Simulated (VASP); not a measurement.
# P (Fd-3m) in VASP: further runs

Runs on P. Level: PBE. Tasks: single point, relaxation of cell and atoms.

Everything below comes from runs of VASP 6.6.1. Logs are shortened: lines on timing, memory, paths and dates and some standing lists are left out, and cuts for length are marked.

**1. The cell of the first run**

The structure is cubic, space group Fd-3m (No. 227). The conventional cell has a = 5.488 Å, b = 5.488 Å, c = 5.488 Å, α = 90.00°, β = 90.00°, γ = 90.00°. P (site symmetry -43m) has 4 P at 2.38 Å within 3.1 Å.

This isn't the form of P at room conditions, which is orthorhombic.

**2. Single point, PBE (20.66 Å³/atom)**

File INCAR:

```
SYSTEM = P
PREC = Accurate ; ENCUT = 520
EDIFF = 1E-6 ; ISMEAR = -1
SIGMA = 0.1 ; LREAL = .FALSE.
LASPH = .TRUE. ; NELM = 100
ALGO = Normal ; ISIF = 2
LWAVE = .FALSE. ; LCHARG = .FALSE.
GGA = PE ; NBANDS = 12
```

File KPOINTS:

```
regular mesh
0
G
  12 12 12
  0 0 0
```

File POSCAR:

```
P
1.0
    0.0000000000      2.7441144331      2.7441144331
    2.7441144331      0.0000000000      2.7441144331
    2.7441144331      2.7441144331      0.0000000000
P
2
Direct
   -0.1250000000     -0.1250000000     -0.1250000000
    0.1250000000      0.1250000000      0.1250000000
```

Potentials or basis: VASP PAW PBE potentials, release 64 (P).

The run is started by

```sh
> cat potpaw_PBE.64/P/POTCAR > POTCAR
> mpirun -np 1 vasp_std > vasp.out
```

OUTCAR:

```text
SYSTEM = P
   PREC = Accurate
   ENCUT = 520
   EDIFF = 1E-6
   ISMEAR = -1
   LREAL = .FALSE.
   LASPH = .TRUE.
   NELM = 100
   ISIF = 2
   GGA = PE

 ion  position               nearest neighbor table
   1  0.875  0.875  0.875-   2 2.38   2 2.38   2 2.38   2 2.38
   2  0.125  0.125  0.125-   1 2.38   1 2.38   1 2.38   1 2.38

  LATTYP: Found a face centered cubic cell.
 ALAT       =     5.4882288662

  Lattice vectors:

 A1 = (   0.0000000000,   2.7441144331,   2.7441144331)
 A2 = (   2.7441144331,   0.0000000000,   2.7441144331)
 A3 = (   2.7441144331,   2.7441144331,   0.0000000000)

Analysis of symmetry for initial positions (statically):
=====================================================================
 Subroutine PRICEL returns:
 Original cell was already a primitive cell.

 Routine SETGRP: Setting up the symmetry group for a
 face centered cubic supercell.

 Subroutine GETGRP returns: Found 48 space group operations
 (whereof 12 operations were pure point group operations)
 out of a pool of 48 trial point group operations.

The static configuration has the point symmetry D_3d.
 The point group associated with its full space group is O_h .

Analysis of symmetry for dynamics (positions and initial velocities):
=====================================================================
 Subroutine PRICEL returns:
 Original cell was already a primitive cell.

 Routine SETGRP: Setting up the symmetry group for a
 face centered cubic supercell.

 Subroutine GETGRP returns: Found 48 space group operations
 (whereof 12 operations were pure point group operations)
 out of a pool of 48 trial point group operations.

The dynamic configuration has the point symmetry D_3d.
 The point group associated with its full space group is O_h .

 Subroutine INISYM returns: Found 48 space group operations
 (whereof 12 operations are pure point group operations),
 and found     1 'primitive' translations

----------------------------------------------------------------------------------------

                                     Primitive cell

  volume of cell :      41.3273

  direct lattice vectors                    reciprocal lattice vectors
     0.000000000  2.744114433  2.744114433    -0.182208145  0.182208145  0.182208145
     2.744114433  0.000000000  2.744114433     0.182208145 -0.182208145  0.182208145
     2.744114433  2.744114433  0.000000000     0.182208145  0.182208145 -0.182208145

  length of vectors
     3.880763848  3.880763848  3.880763848     0.315593764  0.315593764  0.315593764

  position of ions in fractional coordinates (direct lattice)
     0.875000000  0.875000000  0.875000000
     0.125000000  0.125000000  0.125000000

  ion indices of the primitive-cell ions
   primitive index   ion index
                 1           1
                 2           2

----------------------------------------------------------------------------------------

 KPOINTS: regular mesh

Automatic generation of k-mesh.
 Grid dimensions read from file:
 generate k-points for:   12   12   12

 Generating k-lattice:

  Cartesian coordinates                     Fractional coordinates (reciprocal lattice)
    -0.015184012  0.015184012  0.015184012     0.083333333  0.000000000  0.000000000
     0.015184012 -0.015184012  0.015184012     0.000000000  0.083333333  0.000000000
     0.015184012  0.015184012 -0.015184012     0.000000000  0.000000000  0.083333333

  Length of vectors
     0.026299480  0.026299480  0.026299480

  Shift w.r.t. Gamma in fractional coordinates (k-lattice)
     0.000000000  0.000000000  0.000000000

 Subroutine IBZKPT returns following result:
 ===========================================

 Found     72 irreducible k-points:

 Following reciprocal coordinates:
            Coordinates               Weight
  0.000000  0.000000  0.000000      1.000000
  0.083333  0.000000  0.000000      8.000000
  0.166667  0.000000  0.000000      8.000000
  0.250000  0.000000  0.000000      8.000000
  0.333333  0.000000  0.000000      8.000000
  0.416667  0.000000  0.000000      8.000000
[... 16 lines left out ...]
  0.500000  0.166667  0.000000     24.000000
 -0.416667  0.166667  0.000000     24.000000
 [... further k-points ...]
   k-points           NKPTS =     72   k-points in BZ     NKDIM =     72   number of bands    NBANDS=     12
   number of dos      NEDOS =    301   number of ions     NIONS =      2
   total plane-waves  NPLWV =  27000
   dimension x,y,z NGX =    30 NGY =   30 NGZ =   30
   dimension x,y,z NGXF=    60 NGYF=   60 NGZF=   60
   ions per type =               2
   NGX,Y,Z   is equivalent  to a cutoff of  12.85, 12.85, 12.85 a.u.
   NGXF,Y,Z  is equivalent  to a cutoff of  25.70, 25.70, 25.70 a.u.
 SYSTEM =  P
   PREC   = accura    normal or accurate (medium, high low for compatibility)
   ISTART =      0    job   : 0-new  1-cont  2-samecut
   ICHARG =      2    charge: 1-file 2-atom 10-const
   ISPIN  =      1    spin polarized calculation?
   LNONCOLLINEAR =      F non collinear calculations
   LSORBIT =      F    spin-orbit coupling
   LASPH  =      T    aspherical Exc in radial PAW
   ENCUT  =  520.0 eV  38.22 Ry    6.18 a.u.   7.22  7.22  7.22*2*pi/ulx,y,z
   NELM   =    100;   NELMIN=  2; NELMDL= -5     # of ELM steps
   EDIFF  = 0.1E-05   stopping-criterion for ELM
   LREAL  =      F    real-space projection
   EDIFFG = 0.1E-04   stopping-criterion for IOM
   NSW    =      0    number of steps for IOM
   IBRION =     -1    ionic relax: 0-MD 1-quasi-New 2-CG
   NFREE  =      0    steps in history (QN), initial steepest desc. (CG)
   ISIF   =      2    stress and relaxation
   ISYM   =      2    0-nonsym 1-usesym 2-fastsym
   POTIM  = 0.5000    time-step for ionic-motion
   TEBEG  =    0.0;   TEEND  =   0.0 temperature during run
   PSTRESS=    0.0 pullay stress
   NELECT =      10.0000    total number of electrons
   NUPDOWN=      -1.0000    fix difference up-down
   EMIN   =  10.00;   EMAX   =-10.00  energy-range for DOS
   EFERMI =   0.00;   METHOD = LEGACY
   ISMEAR =    -1;   SIGMA  =   0.10  broadening in eV -4-tet -1-fermi 0-gaus
   EFERMI_NEDOS =   21; number of points for ismear=-14 and -15
   IALGO  =     38    algorithm
   IMIX   =      4    mixing-type and parameters
     AMIX     =   0.40;   BMIX     =  1.00
     AMIX_MAG =   1.60;   BMIX_MAG =  1.00
  volume/ion in A,a.u.               =      20.66       139.45
  Fermi-wavevector in a.u.,A,eV,Ry     =   1.020147  1.927798 14.159572  1.040699
  Thomas-Fermi vector in A             =   2.153700
   LORBIT       =      0    0 simple, 1 ext, 2 COOP (PROOUT), +10 PAW based schemes
   GGA     = PE    functional components
   LHFCALC =     F    Hartree Fock is set to
   AEXX    =    0.0000 exact exchange contribution
   IVDW    =     0    specifies the selected vdW correction
   LEPSILON=     F    determine dielectric tensor
   LRPA    =     F    only Hartree local field effects (RPA)
 non-spin polarized calculation
  energy-cutoff  :      520.00
  volume of cell :       41.33
 maximum number of plane-waves:      1139
 NGX is ok and might be reduce to    30
   NGX = 15   NGY = 15   NGZ = 15

 number of electron      10.0000001 magnetization

 Free energy of the ion-electron system (eV)
  ---------------------------------------------------
  ext. energy  EPLUGINS =         0.00000000
  ---------------------------------------------------
  free energy    TOTEN  =        -9.67266100 eV

  energy without entropy =       -9.64676068  energy(sigma->0) =       -9.65971084

 E-fermi :   5.9265     XC(G=0):  -9.5104

 val. band max:        5.8716017266   @ k =   0.3333   0.2500   0.0833
 cond. band min:       5.9391706811   @ k =   0.2500   0.2500   0.0000
 fundamental gap:      0.0675689545
 Fermi energy:         5.9265434606

 k-point     1 :       0.0000    0.0000    0.0000
  band No.  band energies     occupation
      1      -9.0731      2.00000
      2       2.4115      2.00000
      3       2.8579      2.00000
      4       2.8579      2.00000
      5       2.8579      2.00000
      6       5.9784      0.74620
      7       5.9784      0.74620
      8       5.9784      0.74620
      9      11.8811      0.00000
     10      12.7142      0.00000
     11      12.7142      0.00000
     12      16.0945      0.00000

 k-point     2 :       0.0833    0.0000    0.0000
  band No.  band energies     occupation
      1      -8.9944      2.00000
      2       1.2494      2.00000
      3       2.7520      2.00000
      4       2.7520      2.00000
      5       3.6927      2.00000
      6       6.1407      0.21016
      7       6.1407      0.21016
      8       6.2084      0.11270
      9      12.1982      0.00000
     10      12.4980      0.00000
     11      12.4980      0.00000
     12      15.8319      0.00000

 k-point     3 :       0.1667    0.0000    0.0000
  band No.  band energies     occupation
      1      -8.7621      2.00000
      2      -0.1592      2.00000
      3       2.5064      2.00000
      4       2.5064      2.00000
      5       4.0257      2.00000
      6       6.5190      0.00533
      7       6.5190      0.00533
      8       7.0789      0.00002
      9      12.1816      0.00000
     10      12.1816      0.00000
     11      12.9275      0.00000
     12      15.4661      0.00000

 k-point     4 :       0.2500    0.0000    0.0000
  band No.  band energies     occupation
      1      -8.3911      2.00000
      2      -1.5080      2.00000
      3       2.2374      2.00000
      4       2.2374      2.00000
      5       3.9131      2.00000
      6       6.9010      0.00012
      7       6.9010      0.00012
      8       8.3933      0.00000
      9      12.1787      0.00000
     10      12.1787      0.00000
     11      13.3452      0.00000
     12      15.8067      0.00000

 k-point     5 :       0.3333    0.0000    0.0000
  band No.  band energies     occupation
      1      -7.9195      2.00000
      2      -2.7047      2.00000
      3       2.0159      2.00000
      4       2.0159      2.00000
      5       3.7146      2.00000
      6       7.1342      0.00001
      7       7.1342      0.00001
      8       9.8199      0.00000
      9      12.6828      0.00000
     10      12.6828      0.00000
     11      13.2567      0.00000
     12      16.4520      0.00000
[... 228 lines left out ...]
      1      -7.9632      2.00000
      2      -2.2724      2.00000
      3       1.2015      2.00000
      4       1.4887      2.00000
      5       5.2204      1.99829
      6       6.2328      0.08932
      7       8.2361      0.00000
      8       8.4953      0.00000
      9      11.6048      0.00000
     10      13.7951      0.00000
     11      14.3669      0.00000
     12      16.9742      0.00000

 k-point    22 :       0.4167    0.1667    0.0000
  band No.  band energies     occupation
      1      -7.4730      2.00000
      2      -3.2501      2.00000
      3       0.8039      2.00000
      4       1.3956      2.00000
      5       5.0719      1.99961
      6       6.8429      0.00021
      7       8.3149      0.00000
      8       8.9759      0.00000
      9      12.8190      0.00000
     10      13.9959      0.00000
     11      14.5998      0.00000
     12      16.3797      0.00000

 k-point    23 :       0.5000    0.1667    0.0000
  band No.  band energies     occupation
      1      -7.0427      2.00000
      2      -3.9557      2.00000
      3       0.5107      2.00000
      4       1.4178      2.00000
      5       4.9696      1.99986
      6       7.1975      0.00001
      7       8.2112      0.00000
      8       9.8720      0.00000
      9      12.8578      0.00000
     10      14.5245      0.00000
     11      14.6569      0.00000
     12      15.8863      0.00000

 k-point    24 :      -0.4167    0.1667    0.0000
  band No.  band energies     occupation
      1      -6.9688      2.00000
      2      -4.0650      2.00000
      3       0.3590      2.00000
      4       1.5507      2.00000
      5       4.9479      1.99989
      6       7.3881      0.00000
      7       8.0142      0.00000
      8      10.6540      0.00000
      9      12.0988      0.00000
     10      13.2146      0.00000
     11      15.4786      0.00000
     12      15.9372      0.00000

 [... further k-points ...]

------------------------ aborting loop because EDIFF is reached ----------------------------------------

  FORCE on cell =-STRESS in cart. coord.  units (eV):
  Direction    XX          YY          ZZ          XY          YZ          ZX
  --------------------------------------------------------------------------------------
  -------------------------------------------------------------------------------------
  Total       -0.0303483     -0.0303483     -0.0303483     -0.0000000      0.0000000      0.0000000
  in kB       -1.1765426     -1.1765426     -1.1765426     -0.0000000      0.0000000      0.0000000
  external PRESSURE =      -1.1765426 kB  Pullay stress =       0.0000000 kB

 VOLUME and BASIS-vectors are now :
 -----------------------------------------------------------------------------
  energy-cutoff  :      520.00
  volume of cell :       41.33
      direct lattice vectors                 reciprocal lattice vectors
     0.000000000  2.744114433  2.744114433    -0.182208145  0.182208145  0.182208145
     2.744114433  0.000000000  2.744114433     0.182208145 -0.182208145  0.182208145
     2.744114433  2.744114433  0.000000000     0.182208145  0.182208145 -0.182208145

 POSITION                                       TOTAL-FORCE (eV/Angst)
 -----------------------------------------------------------------------------------
      4.80220      4.80220      4.80220         0.000000     -0.000000      0.000000
      0.68603      0.68603      0.68603        -0.000000      0.000000     -0.000000
 -----------------------------------------------------------------------------------
    total drift:                               -0.000000      0.000000      0.000000

  FREE ENERGIE OF THE ION-ELECTRON SYSTEM (eV)
  ---------------------------------------------------
  free  energy   TOTEN  =        -9.6726610011 eV

  energy  without entropy=       -9.6467606821  energy(sigma->0) =       -9.65971084
```

Run time: 42 s. Hardware: 1 thread of Intel Xeon 8259CL, shared host; peak memory 0.17 GiB.

Results:

```
Free energy            : -9.6727 eV
Pressure               : -0.1 GPa
Band gap on the k mesh : zero (bands 5 and 6 overlap by 2.67 eV)
```

**3. Relaxation of cell and atoms, PBE**

This run uses another cell than the first one, of 18.75 Å³/atom.

File INCAR:

```
SYSTEM = P
PREC = Accurate
ENCUT = 600
EDIFF = 1E-6
ISMEAR = -1
SIGMA = 0.1
LREAL = .FALSE.
LASPH = .TRUE.
NELM = 80
ALGO = Normal
ISIF = 3
LWAVE = .FALSE.
LCHARG = .FALSE.
GGA = PE
IBRION = 2
NSW = 60
EDIFFG = -0.005
```

File KPOINTS:

```
Automatic mesh
0
G
  12 12 12
  0 0 0
```

File POSCAR:

```
P
1.0
    0.0000000000      2.6566464230      2.6566464230
    2.6566464230      0.0000000000      2.6566464230
    2.6566464230      2.6566464230      0.0000000000
P
2
Direct
   -0.1250000000     -0.1250000000     -0.1250000000
    0.1250000000      0.1250000000      0.1250000000
```

Potentials or basis: VASP PAW PBE potentials, release 64 (P).

The run is started by

```sh
> cat potpaw_PBE.64/P/POTCAR > POTCAR
> mpirun -np 1 vasp_std > vasp.out
```

Run time: 69 s. Hardware: 1 thread of Intel Xeon 8259CL, shared host; peak memory 0.17 GiB.

It converged, with:

```
Free energy                           : -9.6725 eV
Relaxed volume                        : 20.62 Å³/atom
Relaxed cell                          : a = 3.878 Å, b = 3.878 Å, c = 3.878 Å, α = 60.00°, β = 60.00°, γ = 60.00°
Space group after relaxing (to 0.1 Å) : Fd-3m (No. 227)
Energy gained by relaxing             : 26.9 meV/atom
Ionic steps                           : 3
Pressure after relaxing               : 0.0 GPa
Band gap on the k mesh                : zero (bands 5 and 6 overlap by 2.68 eV)
```

Step by step:
| step | energy change (eV) | largest force (eV/Å) | pressure (GPa) | volume (Å³) |
| --- | --- | --- | --- | --- |
| 1 | 0.0000 | 0.0000 | 4.93 | 37.50 |
| 2 | -0.0530 | 0.0000 | 0.57 | 40.72 |
| 3 | -0.0539 | 0.0000 | -0.02 | 41.24 |

Final structure:
```
P
1.0
     0.00000    2.74226    2.74226
     2.74226    0.00000    2.74226
     2.74226    2.74226    0.00000
P
2
Cartesian
  4.7990 4.7990 4.7990
  0.6856 0.6856 0.6856
```

Levels at points of the mesh, in eV from the Fermi level:
```
           k point  band 2  band 3  band 4  band 5  band 6  band 7  band 8  band 9
(0.00, 0.00, 0.00)   -3.50   -3.08   -3.08   -3.08    0.05    0.05    0.05    5.96
(0.50, 0.00, 0.00)   -9.93   -4.11   -4.11   -2.41    1.30    1.30    5.65    8.17
(0.50, 0.50, 0.00)  -11.46   -5.38   -5.38   -1.18   -1.18    5.70    5.70    8.50
```
